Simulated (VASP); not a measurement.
# ZnS (F-43m) in VASP: notebook, part 2 of 2

VASP 6.6.1. Earlier steps stand in the parts before.

### Step 3. Single point, PBE (volume scaled by 0.920)

Input file INCAR:

```
SYSTEM = ZnS
PREC = Accurate
ENCUT = 520
EDIFF = 1E-6
ISMEAR = 0
SIGMA = 0.05
LREAL = .FALSE.
LASPH = .TRUE.
NELM = 60
ALGO = Normal
ISIF = 2
LWAVE = .FALSE.
LCHARG = .FALSE.
GGA = PE
NBANDS = 16
```

Input file KPOINTS:

```
regular mesh
0
G
  8 8 8
  0 0 0
```

Input file POSCAR:

```
ZnS
1.0
    0.0000000000      2.6472099508      2.6472099508
    2.6472099508      0.0000000000      2.6472099508
    2.6472099508      2.6472099508      0.0000000000
Zn S
1 1
Direct
    0.2500000000      0.2500000000      0.2500000000
    0.0000000000      0.0000000000      0.0000000000
```

Potentials or basis: VASP PAW PBE potentials, release 64 (Zn, S).

The run is started by

```bash
$ cat potpaw_PBE.64/Zn/POTCAR potpaw_PBE.64/S/POTCAR > POTCAR
$ mpirun -np 1 vasp_std > vasp.out
```

OUTCAR:

```text
SYSTEM = ZnS
   PREC = Accurate
   ENCUT = 520
   EDIFF = 1E-6
   ISMEAR = 0
   LREAL = .FALSE.
   LASPH = .TRUE.
   NELM = 60
   ISIF = 2
   GGA = PE

 ion  position               nearest neighbor table
   1  0.250  0.250  0.250-   2 2.29   2 2.29   2 2.29   2 2.29
   2  0.000  0.000  0.000-   1 2.29   1 2.29   1 2.29   1 2.29

  LATTYP: Found a face centered cubic cell.
 ALAT       =     5.2944199016

  Lattice vectors:

 A1 = (   0.0000000000,   2.6472099508,   2.6472099508)
 A2 = (   2.6472099508,   0.0000000000,   2.6472099508)
 A3 = (   2.6472099508,   2.6472099508,   0.0000000000)

Analysis of symmetry for initial positions (statically):
=====================================================================
 Subroutine PRICEL returns:
 Original cell was already a primitive cell.

 Routine SETGRP: Setting up the symmetry group for a
 face centered cubic supercell.

 Subroutine GETGRP returns: Found 24 space group operations
 (whereof 24 operations were pure point group operations)
 out of a pool of 48 trial point group operations.

[... 156 lines left out ...]
  ext. energy  EPLUGINS =         0.00000000
  ---------------------------------------------------
  free energy    TOTEN  =        -6.78321275 eV

  energy without entropy =       -6.78321275  energy(sigma->0) =       -6.78321275

 E-fermi :   2.9429     XC(G=0):  -9.9227

 val. band max:        2.7020373485   @ k =   0.0000   0.0000   0.0000
 cond. band min:       5.0906479968   @ k =   0.0000   0.0000   0.0000
 fundamental gap:      2.3886106483
 Fermi energy:         2.9428836178

 k-point     1 :       0.0000    0.0000    0.0000
  band No.  band energies     occupation
      1     -10.8873      2.00000
      2      -3.9034      2.00000
      3      -3.9034      2.00000
      4      -3.9034      2.00000
      5      -3.3293      2.00000
      6      -3.3293      2.00000
[... 433 lines left out ...]
      3      -3.6968      2.00000
      4      -3.4074      2.00000
      5      -3.3166      2.00000
      6      -3.0294      2.00000
[... 8 lines left out ...]
     15      16.3935      0.00000
     16      17.2551      0.00000

 [... further k-points ...]
[... 5 lines left out ...]
  --------------------------------------------------------------------------------------
  -------------------------------------------------------------------------------------
  Total        1.6500778      1.6500778      1.6500778      0.0000000     -0.0000000     -0.0000000
  in kB       71.2557396     71.2557396     71.2557396      0.0000000     -0.0000000     -0.0000000
  external PRESSURE =      71.2557396 kB  Pullay stress =       0.0000000 kB

 VOLUME and BASIS-vectors are now :
 -----------------------------------------------------------------------------
  energy-cutoff  :      520.00
  volume of cell :       37.10
      direct lattice vectors                 reciprocal lattice vectors
     0.000000000  2.647209951  2.647209951    -0.188878105  0.188878105  0.188878105
     2.647209951  0.000000000  2.647209951     0.188878105 -0.188878105  0.188878105
     2.647209951  2.647209951  0.000000000     0.188878105  0.188878105 -0.188878105

 POSITION                                       TOTAL-FORCE (eV/Angst)
 -----------------------------------------------------------------------------------
      1.32360      1.32360      1.32360        -0.000000     -0.000000     -0.000000
      0.00000      0.00000      0.00000         0.000000      0.000000      0.000000
 -----------------------------------------------------------------------------------
    total drift:                               -0.000002     -0.000002     -0.000002

  FREE ENERGIE OF THE ION-ELECTRON SYSTEM (eV)
  ---------------------------------------------------
  free  energy   TOTEN  =        -6.7832127476 eV

  energy  without entropy=       -6.7832127476  energy(sigma->0) =       -6.78321275
```

OSZICAR:

```text
N       E                     dE             d eps       ncg     rms          rms(c)
DAV:   1     0.827501424102E+02    0.82750E+02   -0.86050E+03   928   0.135E+03
DAV:   2    -0.220097310175E+01   -0.84951E+02   -0.79074E+02  1080   0.260E+02
DAV:   3    -0.717025057586E+01   -0.49693E+01   -0.49494E+01  1192   0.598E+01
DAV:   4    -0.721581130933E+01   -0.45561E-01   -0.45553E-01  1120   0.592E+00
DAV:   5    -0.721628185997E+01   -0.47055E-03   -0.47054E-03  1192   0.581E-01    0.772E+00
DAV:   6    -0.680644259104E+01    0.40984E+00   -0.74226E-01  1344   0.311E+01    0.596E+00
DAV:   7    -0.678371332709E+01    0.22729E-01   -0.27575E-01  1136   0.491E+00    0.298E+00
DAV:   8    -0.678291806314E+01    0.79526E-03   -0.58097E-03  1184   0.113E+00    0.798E-01
DAV:   9    -0.678306189560E+01   -0.14383E-03   -0.14428E-03  1128   0.295E-01    0.888E-02
DAV:  10    -0.678318804607E+01   -0.12615E-03   -0.15912E-04  1120   0.936E-02    0.438E-02
DAV:  11    -0.678321213930E+01   -0.24093E-04   -0.43097E-05  1040   0.523E-02    0.138E-02
DAV:  12    -0.678321274757E+01   -0.60826E-06   -0.23271E-06  1216   0.190E-02
   1 F= -.67832127E+01 E0= -.67832127E+01  d E =-.138485E-13
```

stdout:

```text
POSCAR found type information on POSCAR ZnS
 POSCAR found :  2 types and       2 ions
 scaLAPACK will be used
 LDA part: xc-table for (Slater+PW92), standard interpolation
 POSCAR, INCAR and KPOINTS ok, starting setup
 FFT: planning ... GRIDC
 FFT: planning ... GRID_SOFT
 FFT: planning ... GRID
 WAVECAR not read
 entering main loop
```

Wall time 8 s (1 thread of Intel Xeon 6975P-C (Granite Rapids), shared host); peak memory 0.15 GiB.

Results:

* Free energy: -6.7832 eV
* Pressure: 7.1 GPa
* Band gap on the k mesh: 2.39 eV, direct

Levels at points of the mesh, in eV from the valence-band top:
| k point | band 6 | band 7 | band 8 | band 9 | band 10 | band 11 | band 12 | band 13 |
| --- | --- | --- | --- | --- | --- | --- | --- | --- |
| (0.00, 0.00, 0.00) | -6.03 | 0.00 | 0.00 | 0.00 | 2.39 | 6.35 | 6.35 | 6.35 |
| (0.50, 0.00, 0.00) | -5.83 | -5.69 | -0.96 | -0.96 | 3.43 | 6.88 | 6.88 | 9.10 |
| (0.50, 0.50, 0.00) | -5.79 | -4.80 | -2.45 | -2.45 | 3.26 | 4.05 | 11.43 | 12.39 |

Caveat: the cell differs from its parent crystal (volume scaled by 0.920).

### Step 4. Single point, PBE (volume scaled by 0.960)

Input file INCAR:

```
SYSTEM = ZnS
ALGO = Normal
EDIFF = 1E-6
ENCUT = 520
GGA = PE
ISIF = 2
ISMEAR = 0
LASPH = .TRUE.
LCHARG = .FALSE.
LREAL = .FALSE.
LWAVE = .FALSE.
NBANDS = 16
NELM = 60
PREC = Accurate
SIGMA = 0.05
```

Input file KPOINTS:

```
k-points
0
G
  8 8 8
  0 0 0
```

Input file POSCAR:

```
ZnS
1.0
    0.0000000000      2.6850323458      2.6850323458
    2.6850323458      0.0000000000      2.6850323458
    2.6850323458      2.6850323458      0.0000000000
Zn S
1 1
Direct
    0.2500000000      0.2500000000      0.2500000000
    0.0000000000      0.0000000000      0.0000000000
```

The run is started by

```bash
$ cat potpaw_PBE.64/Zn/POTCAR potpaw_PBE.64/S/POTCAR > POTCAR
$ mpirun -np 1 vasp_std > vasp.out
```

Run time: 7.7 s. Hardware: 1 thread of Intel Xeon 6975P-C (Granite Rapids), shared host; peak memory 0.15 GiB.

Results (log left out):

| Property | Result |
| --- | --- |
| Free energy | -6.8354 eV |
| Pressure | 3.3 GPa |
| Band gap on the k mesh | 2.20 eV, direct |

Levels at points of the mesh, in eV from the valence-band top:
```tsv
k point	band 7	band 8	band 9	band 10	band 11	band 12
(0.00, 0.00, 0.00)	0.00	0.00	0.00	2.20	6.38	6.38
(0.50, 0.00, 0.00)	-5.42	-0.89	-0.89	3.35	6.92	6.92
(0.50, 0.50, 0.00)	-4.63	-2.29	-2.29	3.36	4.07	11.11
```

Caveat: the cell differs from its parent crystal (volume scaled by 0.960).

### Step 5. Single point, PBE

This run uses another cell than the first one, of 20.16 Å³/atom, 1.136 times its volume.

Input file INCAR:

```
PREC = Accurate ; ENCUT = 520
EDIFF = 1E-7 ; ISMEAR = 0
SIGMA = 0.05 ; LREAL = False
LASPH = True ; NELM = 80
ALGO = Normal ; ISIF = 2
LWAVE = False ; LCHARG = False
GGA = PE ; NBANDS = 16
```

Input file KPOINTS:

```
regular mesh
0
Gamma
  8 8 8
```

Input file POSCAR:

```
ZnS
1.0
    0.0000000000      2.7218181820      2.7218181820
    2.7218181820      0.0000000000      2.7218181820
    2.7218181820      2.7218181820      0.0000000000
Zn S
1 1
Direct
    0.2500000000      0.2500000000      0.2500000000
    0.0000000000      0.0000000000      0.0000000000
```

The run is started by

```bash
$ cat potpaw_PBE.64/Zn/POTCAR potpaw_PBE.64/S/POTCAR > POTCAR
$ mpirun -np 1 vasp_std > vasp.out
```

It took 10 s on 1 thread of Intel Xeon 6975P-C (Granite Rapids), shared host; peak memory 0.16 GiB.

Results (log left out):

- Free energy: -6.8524 eV
- Pressure: 0.2 GPa
- Band gap on the k mesh: 2.02 eV, direct

Levels at points of the mesh, in eV from the valence-band top:
```csv
k point,band 7,band 8,band 9,band 10,band 11,band 12
"(0.00, 0.00, 0.00)",0.00,0.00,0.00,2.02,6.41,6.41
"(0.50, 0.00, 0.00)",-5.15,-0.83,-0.83,3.27,6.94,6.94
"(0.50, 0.50, 0.00)",-4.47,-2.14,-2.14,3.46,4.07,10.83
```

### Step 6. Single point, PBE (volume scaled by 1.040)

Input file INCAR:

```
PREC     = Accurate       # precision mode
ENCUT    = 520            # plane-wave cutoff, eV
EDIFF    = 1E-7           # SCF threshold, eV
ISMEAR   = 0              # smearing method
SIGMA    = 0.05           # smearing width, eV
LREAL    = F              # projectors in reciprocal space
LASPH    = T              # aspherical terms in the spheres
NELM     = 60             # most SCF steps
ALGO     = Normal         # electronic algorithm
ISIF     = 2              # what is computed and relaxed
LWAVE    = F              # write WAVECAR
LCHARG   = F              # write CHGCAR
GGA      = PE             # functional
NBANDS   = 16             # bands
```

Input file KPOINTS:

```
Automatic mesh
0
Gamma
  8 8 8
```

Input file POSCAR:

```
ZnS
1.0
    0.0000000000      2.7576356866      2.7576356866
    2.7576356866      0.0000000000      2.7576356866
    2.7576356866      2.7576356866      0.0000000000
Zn S
1 1
Direct
    0.2500000000      0.2500000000      0.2500000000
    0.0000000000      0.0000000000      0.0000000000
```

Potentials or basis: VASP PAW PBE potentials, release 64 (Zn, S).

The run is started by

```bash
$ cat potpaw_PBE.64/Zn/POTCAR potpaw_PBE.64/S/POTCAR > POTCAR
$ mpirun -np 1 vasp_std > vasp.out
```

Run time: 11 s. Hardware: 1 thread of Intel Xeon 6975P-C (Granite Rapids), shared host; peak memory 0.17 GiB.

The run converged. Its results:

| Quantity | Value |
| --- | --- |
| Free energy | -6.8409 eV |
| Pressure | -2.4 GPa |
| Band gap on the k mesh | 1.85 eV, direct |

Levels at points of the mesh, in eV from the valence-band top:
```csv
k point,band 6,band 7,band 8,band 9,band 10,band 11,band 12,band 13
"(0.00, 0.00, 0.00)",-5.69,0.00,0.00,0.00,1.85,6.43,6.43,6.43
"(0.50, 0.00, 0.00)",-5.51,-4.90,-0.78,-0.78,3.19,6.95,6.95,8.64
"(0.50, 0.50, 0.00)",-5.49,-4.32,-2.01,-2.01,3.54,4.06,10.56,11.55
```

Caveat: the cell differs from its parent crystal (volume scaled by 1.040).

### Step 7. Overview

| cell | gap on the mesh (eV) | pressure (GPa) |
| --- | --- | --- |
| a = 3.689 Å, angles 60.0°, 2 atoms | 2.59 | 12.0 |
| a = 3.744 Å, angles 60.0°, 2 atoms | 2.39 | 7.1 |
| a = 3.797 Å, angles 60.0°, 2 atoms | 2.20 | 3.3 |
| a = 3.849 Å, angles 60.0°, 2 atoms | 2.02 | 0.2 |
| a = 3.900 Å, angles 60.0°, 2 atoms | 1.85 | -2.4 |

Alike in all rows: task single point; level PBE; potentials or basis VASP PAW PBE potentials, release 64 (Zn, S); no spin polarisation; k mesh 8 × 8 × 8; cutoff (eV) 520; smearing gaussian 0.05 eV.

Total energies depend on the potentials used, so only differences within one code and one set of settings carry meaning.

### Step 8. Comparison with measurements

Step 5. Against the measured gap of ZnS, 3.85 eV (direct; 19 K; quoted in “Electronic, vibrational, and thermodynamic properties of ZnS (zincblende and rocksalt structure)”, 2009, arxiv:0911.5022), the calculated 2.02 eV is off by -1.83 eV. The value is that of PBE, without temperature or zero-point motion. Semilocal functionals fall short of measured gaps as a rule.
